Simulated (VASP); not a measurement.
# Zn2S3 (P-3m1) in VASP: a series of runs

Zn2S3 is run at these levels: r2SCAN; tasks: single point.

Everything below comes from runs of VASP 6.6.1. Logs are shortened: lines on timing, memory, paths and dates and some standing lists are left out, and cuts for length are marked.

## Step 1: The cell of the first run

It takes space group P-3m1 (No. 164, trigonal). Conventional cell: a = 3.562 Å, b = 3.562 Å, c = 7.912 Å, α = 90.00°, β = 90.00°, γ = 120.00°. Within 3.1 Å of Zn (site symmetry 3m) lie 6 S at 2.38 to 2.59 Å. Within 3.6 Å of S (site symmetry -3m) lie 6 Zn at 2.59 Å and 12 S at 3.45 to 3.56 Å. Within 3.2 Å of S (site symmetry 3m) lie 3 Zn at 2.38 Å and 3 S at 3.15 Å.

## Step 2: Single point, r2SCAN

Contents of POSCAR:

```
Zn2S3
1.0
    3.5622745086      0.0000000000      0.0000000000
   -1.7811372543      3.0850202197      0.0000000000
    0.0000000000      0.0000000000      7.9118166137
Zn S
2 3
Direct
    0.3333333333      0.6666666667      0.1991632703
    0.6666666667      0.3333333333      0.8008367297
    0.0000000000      0.0000000000      0.0000000000
    0.3333333333      0.6666666667      0.6504927840
    0.6666666667      0.3333333333      0.3495072160
```

Contents of INCAR.step1:

```
SYSTEM = Zn2S3
PREC = Accurate
ENCUT = 520
ISMEAR = 0
SIGMA = 0.1
LREAL = .FALSE.
LASPH = .TRUE.
NELM = 60
NBANDS = 29
GGA = PE
ALGO = Normal
EDIFF = 1E-4
LWAVE = .TRUE.
LCHARG = .FALSE.
```

Contents of INCAR.step2:

```
SYSTEM = Zn2S3
PREC = Accurate
ENCUT = 520
EDIFF = 1E-6
ISMEAR = 0
SIGMA = 0.1
LREAL = .FALSE.
LASPH = .TRUE.
NELM = 60
ALGO = Normal
ISIF = 2
LWAVE = .FALSE.
LCHARG = .FALSE.
METAGGA = R2SCAN
LMIXTAU = .TRUE.
NBANDS = 29
ISTART = 1
```

Contents of KPOINTS:

```
Automatic mesh
0
G
  6 6 4
  0 0 0
```

Potentials or basis: VASP PAW PBE potentials, release 64 (Zn, S).

The run is started by

```sh
cat potpaw_PBE.64/Zn/POTCAR potpaw_PBE.64/S/POTCAR > POTCAR
cp INCAR.step1 INCAR
mpirun -np 1 vasp_std > vasp.out
cp INCAR.step2 INCAR
mpirun -np 1 vasp_std > vasp.out
```

OUTCAR:

```text
SYSTEM = Zn2S3
   PREC = Accurate
   ENCUT = 520
   EDIFF = 1E-6
   ISMEAR = 0
   LREAL = .FALSE.
   LASPH = .TRUE.
   NELM = 60
   ISIF = 2
   METAGGA = R2SCAN
   ISTART = 1

 ion  position               nearest neighbor table
   1  0.333  0.667  0.199-   5 2.38   5 2.38   5 2.38   3 2.59   3 2.59   3 2.59
   2  0.667  0.333  0.801-   4 2.38   4 2.38   4 2.38   3 2.59   3 2.59   3 2.59
   3  0.000  0.000  0.000-   1 2.59   2 2.59   1 2.59   2 2.59   2 2.59   1 2.59
   4  0.333  0.667  0.650-   2 2.38   2 2.38   2 2.38
   5  0.667  0.333  0.350-   1 2.38   1 2.38   1 2.38

  LATTYP: Found a hexagonal cell.
 ALAT       =     3.5622745086
 C/A-ratio  =     2.2210013840

  Lattice vectors:

 A1 = (   3.5622745086,   0.0000000000,   0.0000000000)
 A2 = (  -1.7811372543,   3.0850202197,   0.0000000000)
 A3 = (   0.0000000000,   0.0000000000,   7.9118166137)

Analysis of symmetry for initial positions (statically):
=====================================================================
 Subroutine PRICEL returns:
 Original cell was already a primitive cell.

 Routine SETGRP: Setting up the symmetry group for a
 hexagonal supercell.

 Subroutine GETGRP returns: Found 12 space group operations
 (whereof 12 operations were pure point group operations)
 out of a pool of 24 trial point group operations.

The static configuration has the point symmetry D_3d.

Analysis of symmetry for dynamics (positions and initial velocities):
=====================================================================
 Subroutine PRICEL returns:
 Original cell was already a primitive cell.

 Routine SETGRP: Setting up the symmetry group for a
 hexagonal supercell.

 Subroutine GETGRP returns: Found 12 space group operations
 (whereof 12 operations were pure point group operations)
 out of a pool of 24 trial point group operations.

The dynamic configuration has the point symmetry D_3d.

 Subroutine INISYM returns: Found 12 space group operations
 (whereof 12 operations are pure point group operations),
 and found     1 'primitive' translations

----------------------------------------------------------------------------------------

                                     Primitive cell

  volume of cell :      86.9484

  direct lattice vectors                    reciprocal lattice vectors
     3.562274509  0.000000000  0.000000000     0.280719523  0.162073492  0.000000000
    -1.781137254  3.085020220  0.000000000     0.000000000  0.324146984  0.000000000
     0.000000000  0.000000000  7.911816614     0.000000000  0.000000000  0.126393223

  length of vectors
     3.562274509  3.562274509  7.911816614     0.324146984  0.324146984  0.126393223

  position of ions in fractional coordinates (direct lattice)
     0.333333333  0.666666667  0.199163270
     0.666666667  0.333333333  0.800836730
     0.000000000  0.000000000  0.000000000
     0.333333333  0.666666667  0.650492784
     0.666666667  0.333333333  0.349507216

  ion indices of the primitive-cell ions
   primitive index   ion index
                 1           1
                 2           2
                 3           3
                 4           4
                 5           5

----------------------------------------------------------------------------------------

 KPOINTS: Automatic mesh

Automatic generation of k-mesh.
 Grid dimensions read from file:
 generate k-points for:    6    6    4

 Generating k-lattice:

  Cartesian coordinates                     Fractional coordinates (reciprocal lattice)
     0.046786587  0.027012249  0.000000000     0.166666667 -0.000000000  0.000000000
     0.000000000  0.054024497  0.000000000     0.000000000  0.166666667  0.000000000
     0.000000000  0.000000000  0.031598306     0.000000000  0.000000000  0.250000000

  Length of vectors
     0.054024497  0.054024497  0.031598306

  Shift w.r.t. Gamma in fractional coordinates (k-lattice)
     0.000000000  0.000000000  0.000000000

 Subroutine IBZKPT returns following result:
 ===========================================

 Found     24 irreducible k-points:

 Following reciprocal coordinates:
            Coordinates               Weight
  0.000000  0.000000  0.000000      1.000000
  0.166667  0.000000  0.000000      6.000000
  0.333333  0.000000  0.000000      6.000000
  0.500000  0.000000  0.000000      3.000000
  0.166667  0.166667  0.000000      6.000000
  0.333333  0.166667  0.000000     12.000000
[... 16 lines left out ...]
  0.333333  0.166667  0.500000     12.000000
  0.333333  0.333333  0.500000      2.000000
   k-points           NKPTS =     24   k-points in BZ     NKDIM =     24   number of bands    NBANDS=     29
   number of dos      NEDOS =    301   number of ions     NIONS =      5
   total plane-waves  NPLWV =  47040
   dimension x,y,z NGX =    28 NGY =   28 NGZ =   60
   dimension x,y,z NGXF=    56 NGYF=   56 NGZF=  120
   ions per type =               2   3
   NGX,Y,Z   is equivalent  to a cutoff of  13.07, 13.07, 12.61 a.u.
   NGXF,Y,Z  is equivalent  to a cutoff of  26.13, 26.13, 25.21 a.u.
 SYSTEM =  Zn2S3
   PREC   = accura    normal or accurate (medium, high low for compatibility)
   ISTART =      1    job   : 0-new  1-cont  2-samecut
   ICHARG =      0    charge: 1-file 2-atom 10-const
   ISPIN  =      1    spin polarized calculation?
   LNONCOLLINEAR =      F non collinear calculations
   LSORBIT =      F    spin-orbit coupling
   LASPH  =      T    aspherical Exc in radial PAW
   ENCUT  =  520.0 eV  38.22 Ry    6.18 a.u.   6.62  6.62 14.71*2*pi/ulx,y,z
   NELM   =     60;   NELMIN=  2; NELMDL=  0     # of ELM steps
   EDIFF  = 0.1E-05   stopping-criterion for ELM
   LREAL  =      F    real-space projection
   EDIFFG = 0.1E-04   stopping-criterion for IOM
   NSW    =      0    number of steps for IOM
   IBRION =     -1    ionic relax: 0-MD 1-quasi-New 2-CG
   NFREE  =      0    steps in history (QN), initial steepest desc. (CG)
   ISIF   =      2    stress and relaxation
   ISYM   =      2    0-nonsym 1-usesym 2-fastsym
   POTIM  = 0.5000    time-step for ionic-motion
   TEBEG  =    0.0;   TEEND  =   0.0 temperature during run
   PSTRESS=    0.0 pullay stress
   NELECT =      42.0000    total number of electrons
   NUPDOWN=      -1.0000    fix difference up-down
   EMIN   =  10.00;   EMAX   =-10.00  energy-range for DOS
   EFERMI =   0.00;   METHOD = LEGACY
   ISMEAR =     0;   SIGMA  =   0.10  broadening in eV -4-tet -1-fermi 0-gaus
   EFERMI_NEDOS =   21; number of points for ismear=-14 and -15
   IALGO  =     38    algorithm
   IMIX   =      4    mixing-type and parameters
     AMIX     =   0.40;   BMIX     =  1.00
     AMIX_MAG =   1.60;   BMIX_MAG =  1.00
  volume/ion in A,a.u.               =      17.39       117.35
  Fermi-wavevector in a.u.,A,eV,Ry     =   1.284510  2.427371 22.449139  1.649965
  Thomas-Fermi vector in A             =   2.416699
   LORBIT       =      0    0 simple, 1 ext, 2 COOP (PROOUT), +10 PAW based schemes
   METAGGA = R2SCAN    functional components
   LHFCALC =     F    Hartree Fock is set to
   AEXX    =    0.0000 exact exchange contribution
   IVDW    =     0    specifies the selected vdW correction
   LEPSILON=     F    determine dielectric tensor
   LRPA    =     F    only Hartree local field effects (RPA)
 non-spin polarized calculation
 Gauss-broadening in eV      SIGMA  =   0.10
  energy-cutoff  :      520.00
  volume of cell :       86.95
 maximum number of plane-waves:      2394
 NGX is ok and might be reduce to    28
   NGX = 13   NGY = 13   NGZ = 29

 number of electron      41.9999999 magnetization

 Free energy of the ion-electron system (eV)
  ---------------------------------------------------
  ext. energy  EPLUGINS =         0.00000000
  ---------------------------------------------------
  free energy    TOTEN  =       -42.98050730 eV

  energy without entropy =      -42.96097853  energy(sigma->0) =      -42.97074291

 E-fermi :   3.4488     XC(G=0): -11.1261

 val. band max:        3.4307871437   @ k =   0.5000   0.0000   0.2500
 cond. band min:       3.4554549467   @ k =   0.1667   0.0000   0.5000
 fundamental gap:      0.0246678030
 Fermi energy:         3.4487951904

 k-point     1 :       0.0000    0.0000    0.0000
  band No.  band energies     occupation
      1     -11.1092      2.00000
      2      -9.5673      2.00000
      3      -9.5662      2.00000
      4      -3.4897      2.00000
      5      -3.4897      2.00000
      6      -3.3841      2.00000
[... 21 lines left out ...]
     28      11.8878      0.00000
     29      11.8879      0.00000

 k-point     2 :       0.1667    0.0000    0.0000
  band No.  band energies     occupation
      1     -10.8132      2.00000
      2      -9.4275      2.00000
      3      -9.3753      2.00000
      4      -3.5238      2.00000
      5      -3.4747      2.00000
      6      -3.4465      2.00000
[... 21 lines left out ...]
     28      11.2733      0.00000
     29      12.6988      0.00000

 k-point     3 :       0.3333    0.0000    0.0000
  band No.  band energies     occupation
      1     -10.0447      2.00000
      2      -9.1600      2.00000
      3      -8.9888      2.00000
      4      -3.5659      2.00000
      5      -3.4149      2.00000
      6      -3.3164      2.00000
[... 21 lines left out ...]
     28      11.9659      0.00000
     29      12.5319      0.00000

 k-point     4 :       0.5000    0.0000    0.0000
  band No.  band energies     occupation
      1      -9.3162      2.00000
      2      -9.2303      2.00000
      3      -8.8233      2.00000
      4      -3.5906      2.00000
      5      -3.4271      2.00000
      6      -3.3745      2.00000
[... 597 lines left out ...]
     28      11.6524      0.00000
     29      12.6106      0.00000

 k-point    23 :       0.3333    0.1667    0.5000
  band No.  band energies     occupation
      1      -9.3860      2.00000
      2      -9.2330      2.00000
      3      -8.7642      2.00000
      4      -3.5225      2.00000
      5      -3.4153      2.00000
      6      -3.3424      2.00000
[... 21 lines left out ...]
     28      12.4110      0.00000
     29      12.8537      0.00000

 k-point    24 :       0.3333    0.3333    0.5000
  band No.  band energies     occupation
      1      -9.1263      2.00000
      2      -8.9059      2.00000
      3      -8.9059      2.00000
      4      -3.4633      2.00000
      5      -3.3350      2.00000
      6      -3.3350      2.00000
[... 21 lines left out ...]
     28      12.5463      0.00000
     29      13.2000      0.00000

------------------------ aborting loop because EDIFF is reached ----------------------------------------

  FORCE on cell =-STRESS in cart. coord.  units (eV):
  Direction    XX          YY          ZZ          XY          YZ          ZX
  --------------------------------------------------------------------------------------
  -------------------------------------------------------------------------------------
  Total        0.0259554      0.0259554      0.1589165      0.0000000      0.0000000      0.0000000
  in kB        0.4782734      0.4782734      2.9283161      0.0000000      0.0000000      0.0000000
  external PRESSURE =       1.2949543 kB  Pullay stress =       0.0000000 kB

 VOLUME and BASIS-vectors are now :
 -----------------------------------------------------------------------------
  energy-cutoff  :      520.00
  volume of cell :       86.95
      direct lattice vectors                 reciprocal lattice vectors
     3.562274509  0.000000000  0.000000000     0.280719523  0.162073492  0.000000000
    -1.781137254  3.085020220  0.000000000     0.000000000  0.324146984  0.000000000
     0.000000000  0.000000000  7.911816614     0.000000000  0.000000000  0.126393223

 POSITION                                       TOTAL-FORCE (eV/Angst)
 -----------------------------------------------------------------------------------
     -0.00000      2.05668      1.57574        -0.000000      0.000000     -0.001285
      1.78114      1.02834      6.33607         0.000000      0.000000      0.001285
      0.00000      0.00000      0.00000         0.000000      0.000000      0.000000
     -0.00000      2.05668      5.14658         0.000000      0.000000     -0.013842
      1.78114      1.02834      2.76524         0.000000     -0.000000      0.013842
 -----------------------------------------------------------------------------------
    total drift:                               -0.000000      0.000000     -0.000000

  FREE ENERGIE OF THE ION-ELECTRON SYSTEM (eV)
  ---------------------------------------------------
  free  energy   TOTEN  =       -42.9805072962 eV

  energy  without entropy=      -42.9609785319  energy(sigma->0) =      -42.97074291
```

It took 2 min on 1 thread of Intel Xeon 6975P-C (Granite Rapids), shared host; peak memory 0.23 GiB.

What came out:

```
Free energy            : -42.9805 eV
Pressure               : 0.1 GPa
Largest force          : 0.014 eV/Å
Band gap on the k mesh : zero (bands 21 and 22 overlap by 1.28 eV)
```

Forces in eV/Å, atoms in the order of the input:
```
Zn   0.000  0.000 -0.001
Zn   0.000  0.000  0.001
S    0.000  0.000  0.000
S    0.000  0.000 -0.014
S    0.000  0.000  0.014
```

Stress tensor (GPa, compression positive):
```
0.05 0.00 0.00
0.00 0.05 0.00
0.00 0.00 0.29
```

Caveat: the PAW data sets were made with another functional, which shifts forces and pressure a little.

[end of part 1 of 2]
